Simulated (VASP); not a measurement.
# Sc (Im-3m) in VASP: relaxation of cell and atoms with r2SCAN

Aim: the relaxation of cell and atoms of Sc with r2SCAN.

Everything below comes from runs of VASP 6.6.1. Logs are shortened: lines on timing, memory, paths and dates and some standing lists are left out, and cuts for length are marked.

## Step 1: The cell of the first run

Symmetry: Im-3m, No. 229, cubic system. The conventional cell has a = 3.680 Å, b = 3.680 Å, c = 3.680 Å, α = 90.00°, β = 90.00°, γ = 90.00°. Sc (site symmetry m-3m) has 14 Sc at 3.19 to 3.68 Å within 4.2 Å.

This isn't the form of Sc at room conditions, which is hcp.

## Step 2: Relaxation of cell and atoms, r2SCAN

The input, POSCAR:

```
Sc
1.0
   -1.8400000000      1.8400000000      1.8400000000
    1.8400000000     -1.8400000000      1.8400000000
    1.8400000000      1.8400000000     -1.8400000000
Sc
1
Direct
    0.0000000000      0.0000000000      0.0000000000
```

The input, INCAR.step1:

```
SYSTEM = Sc
  PREC = Accurate
  ENCUT = 550
  ISMEAR = 1
  SIGMA = 0.05
  LREAL = .FALSE.
  LASPH = .TRUE.
  NELM = 120
  GGA = PE
  ALGO = Normal
  EDIFF = 1E-5
  LWAVE = .TRUE.
  LCHARG = .FALSE.
  GGA_COMPAT = .FALSE.
  IBRION = 2
  ISIF = 3
  EDIFFG = -0.005
  NELMIN = 4
  NSW = 100
```

The input, INCAR.step2:

```
SYSTEM = Sc
  PREC = Accurate
  ENCUT = 550
  EDIFF = 1E-7
  ISMEAR = 1
  SIGMA = 0.05
  LREAL = .FALSE.
  LASPH = .TRUE.
  NELM = 120
  ALGO = Normal
  ISIF = 3
  LWAVE = .FALSE.
  LCHARG = .FALSE.
  METAGGA = R2SCAN
  LMIXTAU = .TRUE.
  IBRION = 2
  NSW = 80
  EDIFFG = -0.03
  ISTART = 1
  GGA_COMPAT = .FALSE.
  NELMIN = 4
```

The input, KPOINTS:

```
regular mesh
0
G
  16 16 16
  0 0 0
```

Potentials or basis: VASP PAW PBE potentials, release 64 (Sc_sv).

Run with:

```console
cat potpaw_PBE.64/Sc_sv/POTCAR > POTCAR
cp INCAR.step1 INCAR
mpirun -np 1 vasp_std > vasp.out
cp INCAR.step2 INCAR
mpirun -np 1 vasp_std > vasp.out
```

OUTCAR:

```text
SYSTEM = Sc
   PREC = Accurate
   ENCUT = 550
   EDIFF = 1E-7
   ISMEAR = 1
   LREAL = .FALSE.
   LASPH = .TRUE.
   NELM = 120
   ISIF = 3
   METAGGA = R2SCAN
   IBRION = 2
   NSW = 80
   EDIFFG = -0.03
   ISTART = 1
   NELMIN = 4

 ion  position               nearest neighbor table
   1  0.000  0.000  0.000-

  LATTYP: Found a body centered cubic cell.
 ALAT       =     3.6800000000

  Lattice vectors:

 A1 = (  -1.8400000000,   1.8400000000,   1.8400000000)
 A2 = (   1.8400000000,  -1.8400000000,   1.8400000000)
 A3 = (   1.8400000000,   1.8400000000,  -1.8400000000)

Analysis of symmetry for initial positions (statically):
=====================================================================
 Subroutine PRICEL returns:
 Original cell was already a primitive cell.

 Routine SETGRP: Setting up the symmetry group for a
 body centered cubic supercell.

 Subroutine GETGRP returns: Found 48 space group operations
 (whereof 48 operations were pure point group operations)
 out of a pool of 48 trial point group operations.

The static configuration has the point symmetry O_h .

Analysis of symmetry for dynamics (positions and initial velocities):
=====================================================================
 Subroutine PRICEL returns:
 Original cell was already a primitive cell.

 Routine SETGRP: Setting up the symmetry group for a
 body centered cubic supercell.

 Subroutine GETGRP returns: Found 48 space group operations
 (whereof 48 operations were pure point group operations)
 out of a pool of 48 trial point group operations.

The dynamic configuration has the point symmetry O_h .

 Subroutine INISYM returns: Found 48 space group operations
 (whereof 48 operations are pure point group operations),
 and found     1 'primitive' translations

----------------------------------------------------------------------------------------

                                     Primitive cell

[... 144 lines left out ...]
  -------------------------------------------------------------------------------------
  Total        0.0897312      0.0897312      0.0897312      0.0000000     -0.0000000      0.0000000
  in kB        5.7695325      5.7695325      5.7695325      0.0000000     -0.0000000      0.0000000
  external PRESSURE =       5.7695325 kB  Pullay stress =       0.0000000 kB

 VOLUME and BASIS-vectors are now :
 -----------------------------------------------------------------------------
  energy-cutoff  :      550.00
  volume of cell :       24.92
      direct lattice vectors                 reciprocal lattice vectors
    -1.840000000  1.840000000  1.840000000     0.000000000  0.271739130  0.271739130
     1.840000000 -1.840000000  1.840000000     0.271739130  0.000000000  0.271739130
     1.840000000  1.840000000 -1.840000000     0.271739130  0.271739130  0.000000000

 POSITION                                       TOTAL-FORCE (eV/Angst)
 -----------------------------------------------------------------------------------
      0.00000      0.00000      0.00000         0.000000      0.000000      0.000000
 -----------------------------------------------------------------------------------
    total drift:                                0.000000      0.000000      0.000000

  FREE ENERGIE OF THE ION-ELECTRON SYSTEM (eV)
  ---------------------------------------------------
  free  energy   TOTEN  =       -11.2789151825 eV

  energy  without entropy=      -11.2791688972  energy(sigma->0) =      -11.27899975

--------------------------------------- Ionic step        2  -------------------------------------------

 number of electron      10.9999998 magnetization

 Free energy of the ion-electron system (eV)
  ---------------------------------------------------
  ext. energy  EPLUGINS =         0.00000000
  ---------------------------------------------------
  free energy    TOTEN  =       -11.27929492 eV

  energy without entropy =      -11.27950304  energy(sigma->0) =      -11.27936430

 E-fermi :   3.6947     XC(G=0): -10.4959

 val. band max:        3.6798828845   @ k =   0.1875   0.1875   0.1875
 cond. band min:       3.7023675803   @ k =  -0.3750   0.3750   0.1875
 fundamental gap:      0.0224846958
 Fermi energy:         3.6946571528

 k-point     1 :       0.0000    0.0000    0.0000
  band No.  band energies     occupation
      1     -48.1056      2.00000
      2     -25.5454      2.00000
      3     -25.5454      2.00000
      4     -25.5454      2.00000
      5      -1.8531      2.00000
      6       5.3734      0.00000
      7       5.3734      0.00000
      8       5.3734      0.00000
      9       6.6769      0.00000
[... 265 lines left out ...]
 k-point    24 :       0.2500    0.1875    0.0000
  band No.  band energies     occupation
      1     -48.0535      2.00000
      2     -25.8361      2.00000
      3     -25.6631      2.00000
      4     -25.5763      2.00000
      5       1.3834      2.00000
      6       3.8736     -0.00001
      7       4.3155     -0.00000
      8       6.4598      0.00000
      9       7.0030      0.00000

 [... further k-points ...]

------------------------ aborting loop because EDIFF is reached ----------------------------------------

  FORCE on cell =-STRESS in cart. coord.  units (eV):
  Direction    XX          YY          ZZ          XY          YZ          ZX
  --------------------------------------------------------------------------------------
  -------------------------------------------------------------------------------------
  Total       -0.0234777     -0.0234777     -0.0234777     -0.0000000      0.0000000     -0.0000000
  in kB       -1.4901324     -1.4901324     -1.4901324     -0.0000000      0.0000000     -0.0000000
  external PRESSURE =      -1.4901324 kB  Pullay stress =       0.0000000 kB

 VOLUME and BASIS-vectors are now :
 -----------------------------------------------------------------------------
  energy-cutoff  :      550.00
  volume of cell :       25.24
      direct lattice vectors                 reciprocal lattice vectors
    -1.847965124  1.847965124  1.847965124     0.000000000  0.270567877  0.270567877
     1.847965124 -1.847965124  1.847965124     0.270567877  0.000000000  0.270567877
     1.847965124  1.847965124 -1.847965124     0.270567877  0.270567877  0.000000000

 POSITION                                       TOTAL-FORCE (eV/Angst)
 -----------------------------------------------------------------------------------
      0.00000      0.00000      0.00000        -0.000000     -0.000000      0.000000
 -----------------------------------------------------------------------------------
    total drift:                                0.000000      0.000000     -0.000000

  FREE ENERGIE OF THE ION-ELECTRON SYSTEM (eV)
  ---------------------------------------------------
  free  energy   TOTEN  =       -11.2792949234 eV

  energy  without entropy=      -11.2795030412  energy(sigma->0) =      -11.27936430

 reached required accuracy - stopping structural energy minimisation
```

OSZICAR.step1:

```text
N       E                     dE             d eps       ncg     rms          rms(c)
DAV:   1     0.776955769568E+02    0.77696E+02   -0.55367E+03  2610   0.125E+03
DAV:   2    -0.516884567511E+01   -0.82864E+02   -0.82275E+02  2640   0.348E+02
DAV:   3    -0.689425935717E+01   -0.17254E+01   -0.16793E+01  4015   0.630E+01
[... 20 lines left out ...]
       N       E                     dE             d eps       ncg     rms          rms(c)
DAV:   1    -0.614377046468E+01   -0.86585E-04   -0.22800E-03  3518   0.832E-01    0.605E-02
DAV:   2    -0.614369220861E+01    0.78256E-04   -0.27277E-04  3833   0.248E-01    0.150E-02
DAV:   3    -0.614368880107E+01    0.34075E-05   -0.87817E-06  1371   0.530E-02    0.753E-03
DAV:   4    -0.614368860667E+01    0.19440E-06   -0.53610E-06  1437   0.224E-02
   4 F= -.61436886E+01 E0= -.61434949E+01  d E =-.486681E-05
```

Run time: 96 s. Hardware: 1 thread of Intel Xeon Platinum 8488C (Sapphire Rapids), shared host; peak memory 0.17 GiB.

Results:

- Free energy: -11.2793 eV
- Relaxed volume: 25.24 Å³/atom
- Relaxed cell: a = 3.201 Å, b = 3.201 Å, c = 3.201 Å, α = 109.47°, β = 109.47°, γ = 109.47°
- Space group after relaxing (to 0.1 Å): Im-3m (No. 229)
- Energy gained by relaxing: 0.4 meV/atom
- Ionic steps: 2
- Pressure after relaxing: -0.1 GPa
- Band gap on the k mesh: zero (an odd number of electrons rules out a gap without spin polarisation)

Step by step:
| step | energy change (eV) | largest force (eV/Å) | pressure (GPa) | volume (Å³) |
| --- | --- | --- | --- | --- |
| 1 | 0.0000 | 0.0000 | 0.58 | 24.92 |
| 2 | -0.0004 | 0.0000 | -0.15 | 25.24 |

Final structure:
```yaml
crystal:
  lattice:
    - [-1.84797, 1.84797, 1.84797]
    - [1.84797, -1.84797, 1.84797]
    - [1.84797, 1.84797, -1.84797]
  atoms:
    - { symbol: Sc, position: [0.00000, 0.00000, 0.00000] }
```

Caveat: the PAW data sets were made with another functional, which shifts forces and pressure a little.
